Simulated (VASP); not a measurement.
# Cu (Fmmm) in VASP: single point with LDA

Aim: the single point of Cu with LDA.

All numbers are computed with VASP 6.6.1; they aren't measurements. Logs are shortened: lines on timing, memory, paths and dates and some standing lists are left out, and cuts for length are marked.

### 1 The cell of the first run

It takes space group Fmmm (No. 69, orthorhombic). The conventional cell has a = 3.073 Å, b = 3.615 Å, c = 4.157 Å, α = 90.00°, β = 90.00°, γ = 90.00°. Cu (site symmetry mmm) has 14 Cu at 2.37 to 3.07 Å within 3.1 Å.

### 2 Single point, LDA (strain -0.1500 x Voigt [1, -1, 0, 0, 0, 0])

File INCAR:

```
ALGO     = Fast           # electronic algorithm
EDIFF    = 1E-6           # SCF threshold, eV
ENCUT    = 520            # plane-wave cutoff, eV
GGA      = CA             # functional
ISIF     = 2              # what is computed and relaxed
ISMEAR   = 0              # smearing method
LASPH    = T              # aspherical terms in the spheres
LCHARG   = F              # write CHGCAR
LREAL    = F              # projectors in reciprocal space
LWAVE    = F              # write WAVECAR
NBANDS   = 12             # bands
NELM     = 80             # most SCF steps
PREC     = Accurate       # precision mode
SIGMA    = 0.15           # smearing width, eV
```

File KPOINTS:

```
k-points
0
Gamma
  22 22 22
```

File POSCAR:

```
Cu
1.0
    0.0000000000      2.0786250000      1.8075000000
    1.5363750000      0.0000000000      1.8075000000
    1.5363750000      2.0786250000      0.0000000000
Cu
1
Direct
    0.0000000000      0.0000000000      0.0000000000
```

Potentials or basis: VASP PAW LDA potentials, release 64 (Cu).

Command:

```sh
$ cat potpaw_LDA.64/Cu/POTCAR > POTCAR
$ mpirun -np 1 vasp_std > vasp.out
```

OUTCAR:

```text
EDIFF = 1E-6
   ENCUT = 520
   GGA = CA
   ISIF = 2
   ISMEAR = 0
   LASPH = T
   LREAL = F
   NELM = 80
   PREC = Accurate

 ion  position               nearest neighbor table
   1  0.000  0.000  0.000-

  LATTYP: Found a face centered orthorhombic cell.
 ALAT       =     3.0727500000
 B/A-ratio  =     1.1764705882
 C/A-ratio  =     1.3529411765

  Lattice vectors:

 A1 = (   0.0000000000,   2.0786250000,  -1.8075000000)
 A2 = (   1.5363750000,   2.0786250000,   0.0000000000)
 A3 = (   1.5363750000,   0.0000000000,  -1.8075000000)

Analysis of symmetry for initial positions (statically):
=====================================================================
 Subroutine PRICEL returns:
 Original cell was already a primitive cell.

 Routine SETGRP: Setting up the symmetry group for a
 face centered orthorhombic supercell.

 Subroutine GETGRP returns: Found  8 space group operations
 (whereof  8 operations were pure point group operations)
 out of a pool of  8 trial point group operations.

The static configuration has the point symmetry D_2h.

Analysis of symmetry for dynamics (positions and initial velocities):
=====================================================================
 Subroutine PRICEL returns:
 Original cell was already a primitive cell.

 Routine SETGRP: Setting up the symmetry group for a
 face centered orthorhombic supercell.

 Subroutine GETGRP returns: Found  8 space group operations
 (whereof  8 operations were pure point group operations)
 out of a pool of  8 trial point group operations.

The dynamic configuration has the point symmetry D_2h.

 Subroutine INISYM returns: Found  8 space group operations
 (whereof  8 operations are pure point group operations),
 and found     1 'primitive' translations

----------------------------------------------------------------------------------------

                                     Primitive cell

  volume of cell :      11.5447

  direct lattice vectors                    reciprocal lattice vectors
     0.000000000  2.078625000  1.807500000    -0.325441380  0.240543629  0.276625173
     1.536375000  0.000000000  1.807500000     0.325441380 -0.240543629  0.276625173
     1.536375000  2.078625000  0.000000000     0.325441380  0.240543629 -0.276625173

  length of vectors
     2.754584931  2.372236158  2.584788199     0.490198751  0.490198751  0.490198751

  position of ions in fractional coordinates (direct lattice)
     0.000000000  0.000000000  0.000000000

  ion indices of the primitive-cell ions
   primitive index   ion index
                 1           1

----------------------------------------------------------------------------------------

 KPOINTS: k-points

Automatic generation of k-mesh.
 Grid dimensions read from file:
 generate k-points for:   22   22   22

 Generating k-lattice:

  Cartesian coordinates                     Fractional coordinates (reciprocal lattice)
    -0.014792790  0.010933801  0.012573871     0.045454545 -0.000000000  0.000000000
     0.014792790 -0.010933801  0.012573871    -0.000000000  0.045454545  0.000000000
     0.014792790  0.010933801 -0.012573871     0.000000000  0.000000000  0.045454545

  Length of vectors
     0.022281761  0.022281761  0.022281761

  Shift w.r.t. Gamma in fractional coordinates (k-lattice)
     0.000000000  0.000000000  0.000000000

 Subroutine IBZKPT returns following result:
 ===========================================

 Found   1530 irreducible k-points:

 Following reciprocal coordinates:
            Coordinates               Weight
  0.000000  0.000000  0.000000      1.000000
  0.045455 -0.000000  0.000000      8.000000
  0.090909 -0.000000  0.000000      8.000000
  0.136364 -0.000000 -0.000000      8.000000
  0.181818 -0.000000  0.000000      8.000000
  0.227273 -0.000000 -0.000000      8.000000
[... 16 lines left out ...]
  0.500000  0.045455 -0.000000      8.000000
 -0.454545  0.045455  0.000000      8.000000
 [... further k-points ...]
   k-points           NKPTS =   1530   k-points in BZ     NKDIM =   1530   number of bands    NBANDS=     12
   number of dos      NEDOS =    301   number of ions     NIONS =      1
   total plane-waves  NPLWV =   7200
   dimension x,y,z NGX =    20 NGY =   18 NGZ =   20
   dimension x,y,z NGXF=    40 NGYF=   36 NGZF=   40
   ions per type =               1
   NGX,Y,Z   is equivalent  to a cutoff of  12.07, 12.61, 12.86 a.u.
   NGXF,Y,Z  is equivalent  to a cutoff of  24.14, 25.23, 25.73 a.u.
 SYSTEM =  unknown system
   PREC   = accura    normal or accurate (medium, high low for compatibility)
   ISTART =      0    job   : 0-new  1-cont  2-samecut
   ICHARG =      2    charge: 1-file 2-atom 10-const
   ISPIN  =      1    spin polarized calculation?
   LNONCOLLINEAR =      F non collinear calculations
   LSORBIT =      F    spin-orbit coupling
   LASPH  =      T    aspherical Exc in radial PAW
   ENCUT  =  520.0 eV  38.22 Ry    6.18 a.u.   5.12  4.41  4.81*2*pi/ulx,y,z
   NELM   =     80;   NELMIN=  2; NELMDL= -5     # of ELM steps
   EDIFF  = 0.1E-05   stopping-criterion for ELM
   LREAL  =      F    real-space projection
   EDIFFG = 0.1E-04   stopping-criterion for IOM
   NSW    =      0    number of steps for IOM
   IBRION =     -1    ionic relax: 0-MD 1-quasi-New 2-CG
   NFREE  =      0    steps in history (QN), initial steepest desc. (CG)
   ISIF   =      2    stress and relaxation
   ISYM   =      2    0-nonsym 1-usesym 2-fastsym
   POTIM  = 0.5000    time-step for ionic-motion
   TEBEG  =    0.0;   TEEND  =   0.0 temperature during run
   PSTRESS=    0.0 pullay stress
   NELECT =      11.0000    total number of electrons
   NUPDOWN=      -1.0000    fix difference up-down
   EMIN   =  10.00;   EMAX   =-10.00  energy-range for DOS
   EFERMI =   0.00;   METHOD = LEGACY
   ISMEAR =     0;   SIGMA  =   0.15  broadening in eV -4-tet -1-fermi 0-gaus
   EFERMI_NEDOS =   21; number of points for ismear=-14 and -15
   IALGO  =     68    algorithm
   IMIX   =      4    mixing-type and parameters
     AMIX     =   0.40;   BMIX     =  1.00
     AMIX_MAG =   1.60;   BMIX_MAG =  1.00
  volume/ion in A,a.u.               =      11.54        77.91
  Fermi-wavevector in a.u.,A,eV,Ry     =   1.610937  3.044229 35.308715  2.595117
  Thomas-Fermi vector in A             =   2.706407
   LORBIT       =      0    0 simple, 1 ext, 2 COOP (PROOUT), +10 PAW based schemes
   GGA     = CA    functional components
   LHFCALC =     F    Hartree Fock is set to
   AEXX    =    0.0000 exact exchange contribution
   IVDW    =     0    specifies the selected vdW correction
   LEPSILON=     F    determine dielectric tensor
   LRPA    =     F    only Hartree local field effects (RPA)
 non-spin polarized calculation
 RMM-DIIS sequential band-by-band and
 Gauss-broadening in eV      SIGMA  =   0.15
  energy-cutoff  :      520.00
  volume of cell :       11.54
 maximum number of plane-waves:       322
   NGX = 11   NGY =  9   NGZ =  9

 number of electron      10.9999998 magnetization

 Free energy of the ion-electron system (eV)
  ---------------------------------------------------
  ext. energy  EPLUGINS =         0.00000000
  ---------------------------------------------------
  free energy    TOTEN  =        -4.60747977 eV

  energy without entropy =       -4.60454574  energy(sigma->0) =       -4.60601276

 E-fermi :   7.6137     XC(G=0): -13.2294

 val. band max:        7.6086102873   @ k =   0.5000   0.1818   0.0455
 cond. band min:       7.6179219979   @ k =  -0.4545   0.0909   0.2727
 fundamental gap:      0.0093117106
 Fermi energy:         7.6136922450

 k-point     1 :       0.0000    0.0000    0.0000
  band No.  band energies     occupation
      1      -1.8843      2.00000
      2       3.8323      2.00000
      3       4.5428      2.00000
      4       4.7578      2.00000
      5       5.2456      2.00000
      6       5.7536      2.00000
      7      31.6728      0.00000
      8      31.8321      0.00000
      9      33.5075      0.00000
     10      34.8065      0.00000
     11      35.0373      0.00000
     12      35.5192      0.00000

 k-point     2 :       0.0455   -0.0000    0.0000
  band No.  band energies     occupation
      1      -1.8052      2.00000
      2       3.8458      2.00000
      3       4.5488      2.00000
      4       4.7580      2.00000
      5       5.2377      2.00000
      6       5.7420      2.00000
      7      31.1472      0.00000
      8      31.4771      0.00000
      9      32.9062      0.00000
     10      34.0443      0.00000
     11      34.2469      0.00000
     12      36.2428      0.00000

 k-point     3 :       0.0909   -0.0000    0.0000
  band No.  band energies     occupation
      1      -1.5698      2.00000
      2       3.8815      2.00000
      3       4.5554      2.00000
      4       4.7688      2.00000
      5       5.2209      2.00000
      6       5.7097      2.00000
      7      29.2304      0.00000
      8      30.7250      0.00000
      9      32.1054      0.00000
     10      33.2365      0.00000
     11      33.9317      0.00000
     12      37.0380      0.00000
[... 286 lines left out ...]
 k-point    23 :       0.5000    0.0455   -0.0000
  band No.  band energies     occupation
      1       2.4683      2.00000
      2       3.8287      2.00000
      3       5.0902      2.00000
      4       5.6068      2.00000
      5       5.9506      2.00000
      6       7.1094      2.00000
      7      11.9097      0.00000
      8      23.8618      0.00000
      9      28.3207      0.00000
     10      29.6089      0.00000
     11      35.6495      0.00000
     12      37.4200      0.00000

 k-point    24 :      -0.4545    0.0455    0.0000
  band No.  band energies     occupation
      1       2.4524      2.00000
      2       3.8274      2.00000
      3       5.1212      2.00000
      4       5.5716      2.00000
      5       5.9685      2.00000
      6       6.9715      2.00000
      7      12.0849      0.00000
      8      23.8741      0.00000
      9      28.0463      0.00000
     10      29.6520      0.00000
     11      35.9734      0.00000
     12      37.9100      0.00000

 [... further k-points ...]
[... 5 lines left out ...]
  --------------------------------------------------------------------------------------
  -------------------------------------------------------------------------------------
  Total       -0.1627971     -1.3322444      0.2448441      0.0000000      0.0000000      0.0000000
  in kB      -22.5930864   -184.8897364     33.9796185      0.0000000      0.0000000      0.0000000
  external PRESSURE =     -57.8344014 kB  Pullay stress =       0.0000000 kB

 VOLUME and BASIS-vectors are now :
 -----------------------------------------------------------------------------
  energy-cutoff  :      520.00
  volume of cell :       11.54
      direct lattice vectors                 reciprocal lattice vectors
     0.000000000  2.078625000  1.807500000    -0.325441380  0.240543629  0.276625173
     1.536375000  0.000000000  1.807500000     0.325441380 -0.240543629  0.276625173
     1.536375000  2.078625000  0.000000000     0.325441380  0.240543629 -0.276625173

 POSITION                                       TOTAL-FORCE (eV/Angst)
 -----------------------------------------------------------------------------------
      0.00000      0.00000      0.00000        -0.000000      0.000000      0.000000
 -----------------------------------------------------------------------------------
    total drift:                                0.000000      0.000000     -0.000000

  FREE ENERGIE OF THE ION-ELECTRON SYSTEM (eV)
  ---------------------------------------------------
  free  energy   TOTEN  =        -4.6074797679 eV

  energy  without entropy=       -4.6045457424  energy(sigma->0) =       -4.60601276
```

Run time: 5.2 min. Hardware: 1 thread of Intel Xeon 8259CL, shared host; peak memory 0.3 GiB.

What came out:

- Free energy: -4.6075 eV
- Pressure: -5.8 GPa
- Band gap on the k mesh: zero (an odd number of electrons rules out a gap without spin polarisation)

Stress tensor (GPa, compression positive):
```
 -2.26   0.00   0.00
  0.00 -18.49   0.00
  0.00   0.00   3.40
```

Levels at points of the mesh, in eV from the Fermi level:
| k point | band 2 | band 3 | band 4 | band 5 | band 6 | band 7 | band 8 | band 9 |
| --- | --- | --- | --- | --- | --- | --- | --- | --- |
| (0.00, 0.00, 0.00) | -3.78 | -3.07 | -2.86 | -2.37 | -1.86 | 24.06 | 24.22 | 25.89 |
| (0.50, 0.00, 0.00) | -3.80 | -2.47 | -1.92 | -1.48 | -0.80 | 4.20 | 16.30 | 21.51 |
| (0.50, 0.50, 0.00) | -4.14 | -2.12 | -2.02 | -1.14 | 1.34 | 7.09 | 14.17 | 14.77 |
| (0.50, 0.00, 0.50) | -4.47 | -1.73 | -1.72 | -1.52 | -1.07 | 3.74 | 17.29 | 17.42 |
| (0.00, 0.50, 0.50) | -4.63 | -1.86 | -1.68 | -1.21 | 5.60 | 9.63 | 10.28 | 11.84 |

Caveat: the cell differs from its parent crystal (strain -0.1500 x Voigt [1, -1, 0, 0, 0, 0]); the stress differs along the axes, from -18 to 3 GPa.
